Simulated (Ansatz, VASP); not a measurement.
Two plane-wave programs on Si5O

```
Si O
1.0
     2.66456    0.00000    0.00000
    -1.33228    2.30758    0.00000
     0.00000    0.00000   12.95173
Si O
5 1
Direct
  0.66667 0.33333 0.83533
  0.00000 0.00000 0.66764
  0.66667 0.33333 0.50000
  0.00000 0.00000 0.33236
  0.66667 0.33333 0.16467
  0.00000 0.00000 0.00000
```

Change from the starting cell: species swapped into the MgCd5 type (P-6m2, No. 187).

Alike in both runs: task relaxation of cell and atoms; functional PBE; k mesh 6 × 6 × 2; occupations gaussian, width 0.1 eV; collinear spin.

```csv
,VASP,Ansatz
version,VASP 6.6.1,Ansatz 0.2.0
potentials or method,"VASP PAW PBE potentials, release 64 (Si, O), cutoff 600 eV","scalar-relativistic, plane waves, PAW"
valence electrons in the cell,26,26
```

|  | VASP | Ansatz | Ansatz less VASP |
| --- | --- | --- | --- |
| gap on the k mesh at the Fermi level, each at its own relaxed structure (eV) | none | none | - |
| net moment per atom (μB) | 0.00 | 0.00 | 0.000 |
| relaxed volume (Å³/atom) | 13.11 | 13.06 | -0.052 |
| relaxed cell length with the largest relative difference (Å) | 2.787 | 2.781 | -0.0055 |

A gap of «none» marks a metal or a gap that the smearing closes. Ansatz's warnings: filled band counts differ across k points, seeded moment not kept.

The k mesh is coarse, so the values compare programs but aren't converged.
